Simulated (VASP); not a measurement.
# AlCo (rocksalt type) (Fm-3m) in VASP: further runs, part 2 of 2

VASP 6.6.1. The steps go on from the part before.

### Step 5. Relaxation of cell and atoms, LDA

This run uses another cell than the first one, of 14.06 Å³/atom.

Input file INCAR:

```
PREC     = Accurate       # precision mode
ENCUT    = 600            # plane-wave cutoff, eV
EDIFF    = 1E-6           # SCF threshold, eV
ISMEAR   = -1             # smearing method
SIGMA    = 0.08           # smearing width, eV
LREAL    = False          # projectors in reciprocal space
LASPH    = True           # aspherical terms in the spheres
NELM     = 100            # most SCF steps
ALGO     = Normal         # electronic algorithm
ISIF     = 3              # what is computed and relaxed
LWAVE    = False          # write WAVECAR
LCHARG   = False          # write CHGCAR
IBRION   = 2              # ionic algorithm
NSW      = 60             # ionic steps
EDIFFG   = -0.005         # ionic threshold
```

Input file KPOINTS:

```
Automatic mesh
0
Gamma
  15 15 15
```

Input file POSCAR:

```
AlCo
1.0
    0.0000000000      2.4137972614      2.4137972614
    2.4137972614      0.0000000000      2.4137972614
    2.4137972614      2.4137972614      0.0000000000
Co Al
1 1
Direct
    0.0000000000      0.0000000000      0.0000000000
    0.5000000000      0.5000000000      0.5000000000
```

Potentials or basis: VASP PAW LDA potentials, release 64 (Co, Al).

On the command line:

```sh
$ cat potpaw_LDA.64/Co/POTCAR potpaw_LDA.64/Al/POTCAR > POTCAR
$ mpirun -np 1 vasp_std > vasp.out
```

OUTCAR:

```text
PREC = Accurate
   ENCUT = 600
   EDIFF = 1E-6
   ISMEAR = -1
   LREAL = False
   LASPH = True
   NELM = 100
   ISIF = 3
   IBRION = 2
   NSW = 60
   EDIFFG = -0.005

 ion  position               nearest neighbor table
   1  0.000  0.000  0.000-   2 2.41   2 2.41   2 2.41   2 2.41   2 2.41   2 2.41
   2  0.500  0.500  0.500-   1 2.41   1 2.41   1 2.41   1 2.41   1 2.41   1 2.41

  LATTYP: Found a face centered cubic cell.
 ALAT       =     4.8275945228

  Lattice vectors:

 A1 = (   0.0000000000,   2.4137972614,   2.4137972614)
 A2 = (   2.4137972614,   0.0000000000,   2.4137972614)
 A3 = (   2.4137972614,   2.4137972614,   0.0000000000)

Analysis of symmetry for initial positions (statically):
=====================================================================
 Subroutine PRICEL returns:
 Original cell was already a primitive cell.

 Routine SETGRP: Setting up the symmetry group for a
 face centered cubic supercell.

 Subroutine GETGRP returns: Found 48 space group operations
 (whereof 48 operations were pure point group operations)
 out of a pool of 48 trial point group operations.

The static configuration has the point symmetry O_h .

Analysis of symmetry for dynamics (positions and initial velocities):
=====================================================================
 Subroutine PRICEL returns:
 Original cell was already a primitive cell.

 Routine SETGRP: Setting up the symmetry group for a
 face centered cubic supercell.

 Subroutine GETGRP returns: Found 48 space group operations
 (whereof 48 operations were pure point group operations)
 out of a pool of 48 trial point group operations.

The dynamic configuration has the point symmetry O_h .

 Subroutine INISYM returns: Found 48 space group operations
 (whereof 48 operations are pure point group operations),
 and found     1 'primitive' translations

----------------------------------------------------------------------------------------

                                     Primitive cell

  volume of cell :      28.1276

  direct lattice vectors                    reciprocal lattice vectors
     0.000000000  2.413797261  2.413797261    -0.207142500  0.207142500  0.207142500
     2.413797261  0.000000000  2.413797261     0.207142500 -0.207142500  0.207142500
     2.413797261  2.413797261  0.000000000     0.207142500  0.207142500 -0.207142500

  length of vectors
     3.413624824  3.413624824  3.413624824     0.358781335  0.358781335  0.358781335

  position of ions in fractional coordinates (direct lattice)
     0.000000000  0.000000000  0.000000000
     0.500000000  0.500000000  0.500000000

  ion indices of the primitive-cell ions
   primitive index   ion index
                 1           1
                 2           2

----------------------------------------------------------------------------------------

 KPOINTS: Automatic mesh

Automatic generation of k-mesh.
 Grid dimensions read from file:
 generate k-points for:   15   15   15

 Generating k-lattice:

  Cartesian coordinates                     Fractional coordinates (reciprocal lattice)
    -0.013809500  0.013809500  0.013809500     0.066666667  0.000000000  0.000000000
[... 47 lines left out ...]
   NGX,Y,Z   is equivalent  to a cutoff of  13.64, 13.64, 13.64 a.u.
   NGXF,Y,Z  is equivalent  to a cutoff of  27.27, 27.27, 27.27 a.u.
 SYSTEM =  unknown system
   PREC   = accura    normal or accurate (medium, high low for compatibility)
   ISTART =      0    job   : 0-new  1-cont  2-samecut
   ICHARG =      2    charge: 1-file 2-atom 10-const
   ISPIN  =      1    spin polarized calculation?
   LNONCOLLINEAR =      F non collinear calculations
   LSORBIT =      F    spin-orbit coupling
   LASPH  =      T    aspherical Exc in radial PAW
   ENCUT  =  600.0 eV  44.10 Ry    6.64 a.u.   6.82  6.82  6.82*2*pi/ulx,y,z
   NELM   =    100;   NELMIN=  2; NELMDL= -5     # of ELM steps
   EDIFF  = 0.1E-05   stopping-criterion for ELM
   LREAL  =      F    real-space projection
   EDIFFG = -.5E-02   stopping-criterion for IOM
   NSW    =     60    number of steps for IOM
   IBRION =      2    ionic relax: 0-MD 1-quasi-New 2-CG
   NFREE  =      1    steps in history (QN), initial steepest desc. (CG)
   ISIF   =      3    stress and relaxation
   ISYM   =      2    0-nonsym 1-usesym 2-fastsym
   POTIM  = 0.5000    time-step for ionic-motion
   TEBEG  =    0.0;   TEEND  =   0.0 temperature during run
   PSTRESS=    0.0 pullay stress
   NELECT =      12.0000    total number of electrons
   NUPDOWN=      -1.0000    fix difference up-down
   EMIN   =  10.00;   EMAX   =-10.00  energy-range for DOS
   EFERMI =   0.00;   METHOD = LEGACY
   ISMEAR =    -1;   SIGMA  =   0.08  broadening in eV -4-tet -1-fermi 0-gaus
   EFERMI_NEDOS =   21; number of points for ismear=-14 and -15
   IALGO  =     38    algorithm
   IMIX   =      4    mixing-type and parameters
     AMIX     =   0.40;   BMIX     =  1.00
     AMIX_MAG =   1.60;   BMIX_MAG =  1.00
  volume/ion in A,a.u.               =      14.06        94.91
  Fermi-wavevector in a.u.,A,eV,Ry     =   1.232417  2.328931 20.665242  1.518852
  Thomas-Fermi vector in A             =   2.367188
   LORBIT       =      0    0 simple, 1 ext, 2 COOP (PROOUT), +10 PAW based schemes
   GGA     = CA    functional components
   LHFCALC =     F    Hartree Fock is set to
   AEXX    =    0.0000 exact exchange contribution
   IVDW    =     0    specifies the selected vdW correction
   LEPSILON=     F    determine dielectric tensor
   LRPA    =     F    only Hartree local field effects (RPA)
 conjugate gradient relaxation of ions
 non-spin polarized calculation
  energy-cutoff  :      600.00
  volume of cell :       28.13
 maximum number of plane-waves:       955
   NGX = 13   NGY = 13   NGZ = 13

--------------------------------------- Ionic step        1  -------------------------------------------

 number of electron      12.0000003 magnetization

 Free energy of the ion-electron system (eV)
  ---------------------------------------------------
  ext. energy  EPLUGINS =         0.00000000
  ---------------------------------------------------
  free energy    TOTEN  =       -11.88907701 eV

  energy without entropy =      -11.85123209  energy(sigma->0) =      -11.87015455

------------------------ aborting loop because EDIFF is reached ----------------------------------------

  FORCE on cell =-STRESS in cart. coord.  units (eV):
  Direction    XX          YY          ZZ          XY          YZ          ZX
  --------------------------------------------------------------------------------------
  -------------------------------------------------------------------------------------
  Total       -1.8608469     -1.8608469     -1.8608469      0.0000000     -0.0000000      0.0000000
  in kB     -105.9958517   -105.9958517   -105.9958517      0.0000000     -0.0000000      0.0000000
  external PRESSURE =    -105.9958517 kB  Pullay stress =       0.0000000 kB
[... 59 lines left out ...]
--------------------------------------- Ionic step        3  -------------------------------------------

 number of electron      11.9999998 magnetization

 Free energy of the ion-electron system (eV)
  ---------------------------------------------------
  ext. energy  EPLUGINS =         0.00000000
  ---------------------------------------------------
  free energy    TOTEN  =       -11.97717062 eV

  energy without entropy =      -11.94653070  energy(sigma->0) =      -11.96185066

 E-fermi :   8.8348     XC(G=0): -11.9224

 val. band max:        8.8168772527   @ k =  -0.4000   0.3333   0.0667
 cond. band min:       8.8374137515   @ k =  -0.3333   0.4667   0.2000
 fundamental gap:      0.0205364988
 Fermi energy:         8.8347882255

 k-point     1 :       0.0000    0.0000    0.0000
  band No.  band energies     occupation
      1      -1.2866      2.00000
      2       7.2470      2.00000
      3       7.2470      2.00000
      4       7.2470      2.00000
      5       7.4091      2.00000
      6       7.4091      2.00000
      7      16.5144      0.00000
      8      16.5144      0.00000
      9      16.5144      0.00000
     10      20.4740      0.00000
[... 287 lines left out ...]
 k-point    24 :       0.2000    0.1333    0.0000
  band No.  band energies     occupation
      1      -0.4560      2.00000
      2       6.9142      2.00000
      3       7.0080      2.00000
      4       7.3367      2.00000
      5       7.4450      2.00000
      6       7.5814      2.00000
      7      14.0473      0.00000
      8      14.7662      0.00000
      9      16.5558      0.00000
     10      18.3112      0.00000

 [... further k-points ...]

------------------------ aborting loop because EDIFF is reached ----------------------------------------

  FORCE on cell =-STRESS in cart. coord.  units (eV):
  Direction    XX          YY          ZZ          XY          YZ          ZX
  --------------------------------------------------------------------------------------
  -------------------------------------------------------------------------------------
  Total       -0.0050267     -0.0050267     -0.0050267      0.0000000     -0.0000000      0.0000000
  in kB       -0.3136353     -0.3136353     -0.3136353      0.0000000     -0.0000000      0.0000000
  external PRESSURE =      -0.3136353 kB  Pullay stress =       0.0000000 kB
[... 17 lines left out ...]
  FREE ENERGIE OF THE ION-ELECTRON SYSTEM (eV)
  ---------------------------------------------------
  free  energy   TOTEN  =       -11.9771706217 eV

  energy  without entropy=      -11.9465306976  energy(sigma->0) =      -11.96185066

 reached required accuracy - stopping structural energy minimisation
```

It took 2.1 min on 1 thread of Intel Xeon 8259CL, shared host; peak memory 0.19 GiB.

Results:

* Free energy: -11.9772 eV
* Relaxed volume: 12.84 Å³/atom
* Relaxed cell: a = 3.312 Å, b = 3.312 Å, c = 3.312 Å, α = 60.00°, β = 60.00°, γ = 60.00°
* Space group after relaxing (to 0.1 Å): Fm-3m (No. 225)
* Energy gained by relaxing: 44.0 meV/atom
* Ionic steps: 3
* Pressure after relaxing: 0.0 GPa
* Band gap on the k mesh: zero (bands 6 and 7 overlap by 0.11 eV)

The path:
```csv
step,energy change (eV),largest force (eV/Å),pressure (GPa),volume (Å³)
1,0.0000,0.0000,-10.60,28.13
2,-0.0626,0.0000,7.20,24.51
3,-0.0881,0.0000,-0.03,25.68
```

Final structure:
```
CELL_PARAMETERS angstrom
0.00000 2.34159 2.34159
2.34159 0.00000 2.34159
2.34159 2.34159 0.00000
ATOMIC_POSITIONS crystal
Co 0.00000 0.00000 0.00000
Al 0.50000 0.50000 0.50000
```

Caveat: the run has no spin polarisation, though such a crystal can be magnetic. Spin polarisation is off, so any magnetic state and its effect on volume and gap are missing.

### Step 6. The runs side by side

```csv
task,cell,cutoff (eV),gap on the mesh (eV),pressure (GPa)
single point,"a = 3.242 Å, angles 60.0°, 2 atoms",520,none,10.3
single point,"a = 3.310 Å, angles 60.0°, 2 atoms",520,none,0.3
relaxation of cell and atoms,"relaxed from a = 3.414 Å, angles 60.0°, 2 atoms",600,none,0.0
```

Alike in all rows: level LDA; potentials or basis VASP PAW LDA potentials, release 64 (Co, Al); no spin polarisation; k mesh 15 × 15 × 15; smearing fermi-dirac 0.08 eV.

Caveats: the run has no spin polarisation, though such a crystal can be magnetic; the cell stands under pressure (at least some runs).

Absolute energies hang on the potentials; compare differences alone.
